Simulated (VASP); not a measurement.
# Mo (Im-3m) in VASP: notebook, part 2 of 2

VASP 6.6.1. The steps go on from the part before.

### 4 Single point, PBE

This run uses another cell than the first one, of 15.66 Å³/atom, 1.061 times its volume.

Input file INCAR:

```
  ALGO = Fast
  EDIFF = 1E-6
  ENCUT = 520
  GGA = PE
  ISIF = 2
  ISMEAR = 0
  LASPH = T
  LCHARG = T
  LELF = T
  LREAL = F
  LVHAR = T
  LWAVE = F
  NBANDS = 13
  NELM = 100
  PREC = Accurate
  SIGMA = 0.1
```

Input file KPOINTS:

```
k-points
0
Gamma
  18 18 18
```

Input file POSCAR:

```
Mo
1.0
   -1.5762344865      1.5762344865      1.5762344865
    1.5762344865     -1.5762344865      1.5762344865
    1.5762344865      1.5762344865     -1.5762344865
Mo
1
Direct
    0.0000000000      0.0000000000      0.0000000000
```

Potentials or basis: VASP PAW PBE potentials, release 64 (Mo_sv).

Started as:

```sh
$ cat potpaw_PBE.64/Mo_sv/POTCAR > POTCAR
$ mpirun -np 1 vasp_std > vasp.out
```

OUTCAR:

```text
EDIFF = 1E-6
   ENCUT = 520
   GGA = PE
   ISIF = 2
   ISMEAR = 0
   LASPH = T
   LREAL = F
   NELM = 100
   PREC = Accurate

 ion  position               nearest neighbor table
   1  0.000  0.000  0.000-

  LATTYP: Found a body centered cubic cell.
 ALAT       =     3.1524689730

  Lattice vectors:

 A1 = (  -1.5762344865,   1.5762344865,   1.5762344865)
 A2 = (   1.5762344865,  -1.5762344865,   1.5762344865)
 A3 = (   1.5762344865,   1.5762344865,  -1.5762344865)

Analysis of symmetry for initial positions (statically):
=====================================================================
 Subroutine PRICEL returns:
 Original cell was already a primitive cell.

 Routine SETGRP: Setting up the symmetry group for a
 body centered cubic supercell.

 Subroutine GETGRP returns: Found 48 space group operations
 (whereof 48 operations were pure point group operations)
 out of a pool of 48 trial point group operations.

The static configuration has the point symmetry O_h .

Analysis of symmetry for dynamics (positions and initial velocities):
=====================================================================
 Subroutine PRICEL returns:
 Original cell was already a primitive cell.

 Routine SETGRP: Setting up the symmetry group for a
 body centered cubic supercell.

 Subroutine GETGRP returns: Found 48 space group operations
 (whereof 48 operations were pure point group operations)
 out of a pool of 48 trial point group operations.

The dynamic configuration has the point symmetry O_h .

 Subroutine INISYM returns: Found 48 space group operations
 (whereof 48 operations are pure point group operations),
 and found     1 'primitive' translations

----------------------------------------------------------------------------------------

                                     Primitive cell

  volume of cell :      15.6647

  direct lattice vectors                    reciprocal lattice vectors
    -1.576234486  1.576234486  1.576234486     0.000000000  0.317211687  0.317211687
     1.576234486 -1.576234486  1.576234486     0.317211687  0.000000000  0.317211687
     1.576234486  1.576234486 -1.576234486     0.317211687  0.317211687  0.000000000

  length of vectors
     2.730118215  2.730118215  2.730118215     0.448605069  0.448605069  0.448605069

  position of ions in fractional coordinates (direct lattice)
     0.000000000  0.000000000  0.000000000

  ion indices of the primitive-cell ions
   primitive index   ion index
                 1           1

----------------------------------------------------------------------------------------

 KPOINTS: k-points

Automatic generation of k-mesh.
 Grid dimensions read from file:
 generate k-points for:   18   18   18

 Generating k-lattice:

  Cartesian coordinates                     Fractional coordinates (reciprocal lattice)
     0.000000000  0.017622871  0.017622871     0.055555556  0.000000000  0.000000000
     0.017622871  0.000000000  0.017622871     0.000000000  0.055555556  0.000000000
     0.017622871  0.017622871  0.000000000     0.000000000  0.000000000  0.055555556

  Length of vectors
     0.024922504  0.024922504  0.024922504

  Shift w.r.t. Gamma in fractional coordinates (k-lattice)
     0.000000000  0.000000000  0.000000000

 Subroutine IBZKPT returns following result:
 ===========================================

 Found    195 irreducible k-points:

 Following reciprocal coordinates:
            Coordinates               Weight
  0.000000  0.000000  0.000000      1.000000
  0.055556  0.000000  0.000000     12.000000
  0.111111  0.000000  0.000000     12.000000
  0.166667  0.000000  0.000000     12.000000
  0.222222  0.000000  0.000000     12.000000
  0.277778  0.000000  0.000000     12.000000
[... 16 lines left out ...]
  0.333333  0.111111  0.000000     48.000000
  0.388889  0.111111  0.000000     48.000000
 [... further k-points ...]
   k-points           NKPTS =    195   k-points in BZ     NKDIM =    195   number of bands    NBANDS=     13
   number of dos      NEDOS =    301   number of ions     NIONS =      1
   total plane-waves  NPLWV =   8000
   dimension x,y,z NGX =    20 NGY =   20 NGZ =   20
   dimension x,y,z NGXF=    40 NGYF=   40 NGZF=   40
   ions per type =               1
   NGX,Y,Z   is equivalent  to a cutoff of  12.18, 12.18, 12.18 a.u.
   NGXF,Y,Z  is equivalent  to a cutoff of  24.36, 24.36, 24.36 a.u.
 SYSTEM =  unknown system
   PREC   = accura    normal or accurate (medium, high low for compatibility)
   ISTART =      0    job   : 0-new  1-cont  2-samecut
   ICHARG =      2    charge: 1-file 2-atom 10-const
   ISPIN  =      1    spin polarized calculation?
   LNONCOLLINEAR =      F non collinear calculations
   LSORBIT =      F    spin-orbit coupling
   LASPH  =      T    aspherical Exc in radial PAW
   ENCUT  =  520.0 eV  38.22 Ry    6.18 a.u.   5.08  5.08  5.08*2*pi/ulx,y,z
   NELM   =    100;   NELMIN=  2; NELMDL= -5     # of ELM steps
   EDIFF  = 0.1E-05   stopping-criterion for ELM
   LREAL  =      F    real-space projection
   EDIFFG = 0.1E-04   stopping-criterion for IOM
   NSW    =      0    number of steps for IOM
   IBRION =     -1    ionic relax: 0-MD 1-quasi-New 2-CG
   NFREE  =      0    steps in history (QN), initial steepest desc. (CG)
   ISIF   =      2    stress and relaxation
   ISYM   =      2    0-nonsym 1-usesym 2-fastsym
   POTIM  = 0.5000    time-step for ionic-motion
   TEBEG  =    0.0;   TEEND  =   0.0 temperature during run
   PSTRESS=    0.0 pullay stress
   NELECT =      14.0000    total number of electrons
   NUPDOWN=      -1.0000    fix difference up-down
   EMIN   =  10.00;   EMAX   =-10.00  energy-range for DOS
   EFERMI =   0.00;   METHOD = LEGACY
   ISMEAR =     0;   SIGMA  =   0.10  broadening in eV -4-tet -1-fermi 0-gaus
   EFERMI_NEDOS =   21; number of points for ismear=-14 and -15
   IALGO  =     68    algorithm
   IMIX   =      4    mixing-type and parameters
     AMIX     =   0.40;   BMIX     =  1.00
     AMIX_MAG =   1.60;   BMIX_MAG =  1.00
  volume/ion in A,a.u.               =      15.66       105.71
  Fermi-wavevector in a.u.,A,eV,Ry     =   1.576921  2.979949 33.833346  2.486681
  Thomas-Fermi vector in A             =   2.677681
   LORBIT       =      0    0 simple, 1 ext, 2 COOP (PROOUT), +10 PAW based schemes
   GGA     = PE    functional components
   LHFCALC =     F    Hartree Fock is set to
   AEXX    =    0.0000 exact exchange contribution
   IVDW    =     0    specifies the selected vdW correction
   LEPSILON=     F    determine dielectric tensor
   LRPA    =     F    only Hartree local field effects (RPA)
 non-spin polarized calculation
 RMM-DIIS sequential band-by-band and
 Gauss-broadening in eV      SIGMA  =   0.10
  energy-cutoff  :      520.00
  volume of cell :       15.66
 maximum number of plane-waves:       434
   NGX = 11   NGY = 11   NGZ = 11

 number of electron      14.0000002 magnetization

 Free energy of the ion-electron system (eV)
  ---------------------------------------------------
  ext. energy  EPLUGINS =         0.00000000
  ---------------------------------------------------
  free energy    TOTEN  =       -10.93378033 eV

  energy without entropy =      -10.93122226  energy(sigma->0) =      -10.93250129

 E-fermi :  12.5789     XC(G=0): -13.3786

 val. band max:       12.5679181788   @ k =   0.3889   0.1111   0.0000
 cond. band min:      12.5802993127   @ k =  -0.3889   0.4444   0.2778
 fundamental gap:      0.0123811338
 Fermi energy:        12.5789065508

 k-point     1 :       0.0000    0.0000    0.0000
  band No.  band energies     occupation
      1     -48.7213      2.00000
      2     -21.9923      2.00000
      3     -21.9923      2.00000
      4     -21.9923      2.00000
      5       5.3307      2.00000
      6      11.1995      2.00000
      7      11.1995      2.00000
      8      11.1995      2.00000
      9      14.2175      0.00000
     10      14.2176      0.00000
     11      27.3885      0.00000
     12      27.3885      0.00000
     13      27.3885      0.00000
[... 353 lines left out ...]
 k-point    24 :       0.3889    0.1111    0.0000
  band No.  band energies     occupation
      1     -48.4588      2.00000
      2     -23.2967      2.00000
      3     -22.4745      2.00000
      4     -22.0641      2.00000
      5       7.6605      2.00000
      6       9.3250      2.00000
      7      12.5679      1.12349
      8      14.1197      0.00000
      9      15.2528      0.00000
     10      17.9350      0.00000
     11      24.2464      0.00000
     12      25.3394      0.00000
     13      29.5383      0.00000

 [... further k-points ...]

------------------------ aborting loop because EDIFF is reached ----------------------------------------

  FORCE on cell =-STRESS in cart. coord.  units (eV):
  Direction    XX          YY          ZZ          XY          YZ          ZX
  --------------------------------------------------------------------------------------
  -------------------------------------------------------------------------------------
  Total        0.2481798      0.2481798      0.2481798     -0.0000000     -0.0000000      0.0000000
  in kB       25.3836822     25.3836822     25.3836822     -0.0000000     -0.0000000      0.0000000
  external PRESSURE =      25.3836822 kB  Pullay stress =       0.0000000 kB

 VOLUME and BASIS-vectors are now :
 -----------------------------------------------------------------------------
  energy-cutoff  :      520.00
  volume of cell :       15.66
      direct lattice vectors                 reciprocal lattice vectors
    -1.576234486  1.576234486  1.576234486     0.000000000  0.317211687  0.317211687
     1.576234486 -1.576234486  1.576234486     0.317211687  0.000000000  0.317211687
     1.576234486  1.576234486 -1.576234486     0.317211687  0.317211687  0.000000000

 POSITION                                       TOTAL-FORCE (eV/Angst)
 -----------------------------------------------------------------------------------
      0.00000      0.00000      0.00000         0.000000      0.000000      0.000000
 -----------------------------------------------------------------------------------
    total drift:                                0.000000     -0.000000      0.000000

  FREE ENERGIE OF THE ION-ELECTRON SYSTEM (eV)
  ---------------------------------------------------
  free  energy   TOTEN  =       -10.9337803288 eV

  energy  without entropy=      -10.9312222600  energy(sigma->0) =      -10.93250129
```

stdout:

```text
POSCAR found type information on POSCAR Mo
 POSCAR found :  1 types and       1 ions
 scaLAPACK will be used
 LDA part: xc-table for (Slater+PW92), standard interpolation
 POSCAR, INCAR and KPOINTS ok, starting setup
 FFT: planning ... GRIDC
 FFT: planning ... GRID_SOFT
 FFT: planning ... GRID
 WAVECAR not read
 entering main loop
```

Wall time 24 s (1 thread of Intel Xeon Platinum 8259CL at 2.50GHz (Skylake/Cascade Lake), shared host); peak memory 0.15 GiB.

Results:

```yaml
Free_energy: -10.9338 eV
Pressure: 2.5 GPa
Band_gap_on_the_k_mesh: zero (band 7 reaches 16.53 eV, above the bottom of band 8 at 11.20 eV)
```

### 5 Single point, PBE

This run uses another cell than the first one, of 15.49 Å³/atom, 1.049 times its volume.

Input file INCAR:

```
PREC = Accurate
ENCUT = 520
EDIFF = 1E-6
ISMEAR = 0
SIGMA = 0.1
LREAL = F
LASPH = T
NELM = 100
ALGO = Normal
ISIF = 2
LWAVE = F
LCHARG = F
GGA = PE
NBANDS = 13
```

Input file KPOINTS:

```
regular mesh
0
Gamma
  18 18 18
```

Input file POSCAR:

```
Mo
1.0
   -1.5704040727      1.5704040727      1.5704040727
    1.5704040727     -1.5704040727      1.5704040727
    1.5704040727      1.5704040727     -1.5704040727
Mo
1
Direct
    0.0000000000      0.0000000000      0.0000000000
```

Potentials or basis: VASP PAW PBE potentials, release 64 (Mo_sv).

Started as:

```sh
$ cat potpaw_PBE.64/Mo_sv/POTCAR > POTCAR
$ mpirun -np 1 vasp_std > vasp.out
```

OUTCAR:

```text
PREC = Accurate
   ENCUT = 520
   EDIFF = 1E-6
   ISMEAR = 0
   LREAL = F
   LASPH = T
   NELM = 100
   ISIF = 2
   GGA = PE

 ion  position               nearest neighbor table
   1  0.000  0.000  0.000-

  LATTYP: Found a body centered cubic cell.
 ALAT       =     3.1408081454

  Lattice vectors:

 A1 = (  -1.5704040727,   1.5704040727,   1.5704040727)
 A2 = (   1.5704040727,  -1.5704040727,   1.5704040727)
 A3 = (   1.5704040727,   1.5704040727,  -1.5704040727)

Analysis of symmetry for initial positions (statically):
=====================================================================
 Subroutine PRICEL returns:
 Original cell was already a primitive cell.

 Routine SETGRP: Setting up the symmetry group for a
 body centered cubic supercell.

 Subroutine GETGRP returns: Found 48 space group operations
 (whereof 48 operations were pure point group operations)
 out of a pool of 48 trial point group operations.

The static configuration has the point symmetry O_h .

Analysis of symmetry for dynamics (positions and initial velocities):
=====================================================================
 Subroutine PRICEL returns:
 Original cell was already a primitive cell.

 Routine SETGRP: Setting up the symmetry group for a
 body centered cubic supercell.

 Subroutine GETGRP returns: Found 48 space group operations
 (whereof 48 operations were pure point group operations)
 out of a pool of 48 trial point group operations.

The dynamic configuration has the point symmetry O_h .

 Subroutine INISYM returns: Found 48 space group operations
 (whereof 48 operations are pure point group operations),
 and found     1 'primitive' translations

----------------------------------------------------------------------------------------
[... 114 lines left out ...]
  Thomas-Fermi vector in A             =   2.682648
   LORBIT       =      0    0 simple, 1 ext, 2 COOP (PROOUT), +10 PAW based schemes
   GGA     = PE    functional components
   LHFCALC =     F    Hartree Fock is set to
   AEXX    =    0.0000 exact exchange contribution
   IVDW    =     0    specifies the selected vdW correction
   LEPSILON=     F    determine dielectric tensor
   LRPA    =     F    only Hartree local field effects (RPA)
 non-spin polarized calculation
 Gauss-broadening in eV      SIGMA  =   0.10
  energy-cutoff  :      520.00
  volume of cell :       15.49
 maximum number of plane-waves:       430
   NGX = 11   NGY = 11   NGZ = 11

 number of electron      14.0000000 magnetization

 Free energy of the ion-electron system (eV)
  ---------------------------------------------------
  ext. energy  EPLUGINS =         0.00000000
  ---------------------------------------------------
  free energy    TOTEN  =       -10.92932887 eV

  energy without entropy =      -10.92690527  energy(sigma->0) =      -10.92811707

 E-fermi :  12.7614     XC(G=0): -13.4414

 val. band max:       12.7591229562   @ k =  -0.3889   0.4444   0.2778
 cond. band min:      12.7635021415   @ k =   0.3889   0.1111  -0.0000
 fundamental gap:      0.0043791853
 Fermi energy:        12.7613680299

 k-point     1 :       0.0000    0.0000    0.0000
  band No.  band energies     occupation
      1     -48.5432      2.00000
      2     -21.7884      2.00000
      3     -21.7884      2.00000
      4     -21.7884      2.00000
      5       5.4738      2.00000
      6      11.3575      2.00000
      7      11.3575      2.00000
      8      11.3575      2.00000
      9      14.4171      0.00000
     10      14.4171      0.00000
     11      27.5847      0.00000
     12      27.5847      0.00000
     13      27.5847      0.00000
[... 354 lines left out ...]
  band No.  band energies     occupation
      1     -48.2686      2.00000
      2     -23.1393      2.00000
      3     -22.2871      2.00000
      4     -21.8631      2.00000
      5       7.7795      2.00000
      6       9.4549      2.00000
      7      12.7635      0.97592
      8      14.3223      0.00000
      9      15.4773      0.00000
     10      18.1982      0.00000
     11      24.5774      0.00000
     12      25.5724      0.00000
     13      29.8676      0.00000

 [... further k-points ...]

------------------------ aborting loop because EDIFF is reached ----------------------------------------

  FORCE on cell =-STRESS in cart. coord.  units (eV):
  Direction    XX          YY          ZZ          XY          YZ          ZX
  --------------------------------------------------------------------------------------
  -------------------------------------------------------------------------------------
  Total        0.5424833      0.5424833      0.5424833      0.0000000      0.0000000      0.0000000
  in kB       56.1051472     56.1051472     56.1051472      0.0000000      0.0000000      0.0000000
  external PRESSURE =      56.1051472 kB  Pullay stress =       0.0000000 kB

 VOLUME and BASIS-vectors are now :
 -----------------------------------------------------------------------------
  energy-cutoff  :      520.00
  volume of cell :       15.49
      direct lattice vectors                 reciprocal lattice vectors
    -1.570404073  1.570404073  1.570404073     0.000000000  0.318389393  0.318389393
     1.570404073 -1.570404073  1.570404073     0.318389393  0.000000000  0.318389393
     1.570404073  1.570404073 -1.570404073     0.318389393  0.318389393  0.000000000

 POSITION                                       TOTAL-FORCE (eV/Angst)
 -----------------------------------------------------------------------------------
      0.00000      0.00000      0.00000        -0.000000     -0.000000      0.000000
 -----------------------------------------------------------------------------------
    total drift:                                0.000000     -0.000000      0.000000

  FREE ENERGIE OF THE ION-ELECTRON SYSTEM (eV)
  ---------------------------------------------------
  free  energy   TOTEN  =       -10.9293288672 eV

  energy  without entropy=      -10.9269052688  energy(sigma->0) =      -10.92811707
```

OSZICAR:

```text
N       E                     dE             d eps       ncg     rms          rms(c)
DAV:   1     0.926490157886E+02    0.92649E+02   -0.80352E+03  5080   0.110E+03
DAV:   2    -0.104026453474E+02   -0.10305E+03   -0.99274E+02  5850   0.312E+02
DAV:   3    -0.115738153386E+02   -0.11712E+01   -0.11684E+01  5585   0.332E+01
DAV:   4    -0.115764228057E+02   -0.26075E-02   -0.26074E-02  5740   0.191E+00
DAV:   5    -0.115764400158E+02   -0.17210E-04   -0.17211E-04  5740   0.136E-01    0.150E+01
DAV:   6    -0.110117993556E+02    0.56464E+00   -0.69847E-01  5210   0.103E+01    0.418E+00
DAV:   7    -0.109329862159E+02    0.78813E-01   -0.14248E-01  5615   0.444E+00    0.919E-01
DAV:   8    -0.109292509836E+02    0.37352E-02   -0.38980E-03  5270   0.798E-01    0.187E-01
DAV:   9    -0.109293191955E+02   -0.68212E-04   -0.88509E-05  5965   0.115E-01    0.833E-02
DAV:  10    -0.109293286289E+02   -0.94334E-05   -0.12326E-05  5260   0.416E-02    0.720E-03
DAV:  11    -0.109293288672E+02   -0.23830E-06   -0.11637E-07  2985   0.378E-03
   1 F= -.10929329E+02 E0= -.10928117E+02  d E =-.242360E-02
```

stdout:

```text
POSCAR found type information on POSCAR Mo
 POSCAR found :  1 types and       1 ions
 scaLAPACK will be used
 LDA part: xc-table for (Slater+PW92), standard interpolation
 POSCAR, INCAR and KPOINTS ok, starting setup
 FFT: planning ... GRIDC
 FFT: planning ... GRID_SOFT
 FFT: planning ... GRID
 WAVECAR not read
 entering main loop
```

It took 19 s on 1 thread of Intel Xeon Platinum 8259CL at 2.50GHz (Skylake/Cascade Lake), shared host; peak memory 0.15 GiB.

What came out:

* Free energy: -10.9293 eV
* Pressure: 5.6 GPa
* Band gap on the k mesh: zero (band 7 reaches 16.77 eV, above the bottom of band 8 at 11.36 eV)

### 6 Summary

```csv
cell,gap on the mesh (eV),pressure (GPa)
"a = 2.677 Å, angles 109.5°, 1 atom",none,20.7
"a = 2.705 Å, angles 109.5°, 1 atom",none,10.6
"a = 2.730 Å, angles 109.5°, 1 atom",none,2.5
"a = 2.720 Å, angles 109.5°, 1 atom",none,5.6
```

Alike in all rows: task single point; level PBE; potentials or basis VASP PAW PBE potentials, release 64 (Mo_sv); no spin polarisation; k mesh 18 × 18 × 18; cutoff (eV) 520; smearing gaussian 0.1 eV.

Absolute energies hang on the potentials; compare differences alone.
